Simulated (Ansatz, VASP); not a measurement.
Two plane-wave programs on CO2

```
C O
1.0
     6.03747    0.00000    0.00000
     0.00000    6.03747    0.00000
     0.00000    0.00000    6.03747
C O
4 8
Direct
  0.00000 0.00000 0.00000
  0.50000 0.00000 0.50000
  0.50000 0.50000 0.00000
  0.00000 0.50000 0.50000
  0.11185 0.11185 0.11185
  0.38815 0.88815 0.61185
  0.61185 0.38815 0.88815
  0.88815 0.61185 0.38815
  0.88815 0.88815 0.88815
  0.61185 0.11185 0.38815
  0.38815 0.61185 0.11185
  0.11185 0.38815 0.61185
```

Alike in both runs: functional PBE; k mesh 4 × 4 × 4; occupations gaussian, width 0.02 eV; no spin polarisation.

Ansatz relaxed the structure, and its values are those at the end. VASP's run is a single point on that final structure, the one shown.

```csv
,VASP,Ansatz
version,VASP 6.6.1,Ansatz 0.2.0
potentials or method,"VASP PAW PBE potentials, release 64 (C_h, O_h), cutoff 910 eV","scalar-relativistic, plane waves, PAW"
valence electrons in the cell,64,64
```

|  | VASP | Ansatz | Ansatz less VASP |
| --- | --- | --- | --- |
| gap on the k mesh at the Fermi level (eV) | 6.64 | 6.64 | 0.000 |
| least direct gap on the mesh (eV) | 6.64 | 6.64 | 0.000 |
| rms of the force components (eV/Å) | 0.009 | 0.004 | -0.0052 |

Noted on VASP's run: the cutoff is under 1.25 times that of the potentials, so the pressure is a little rough.
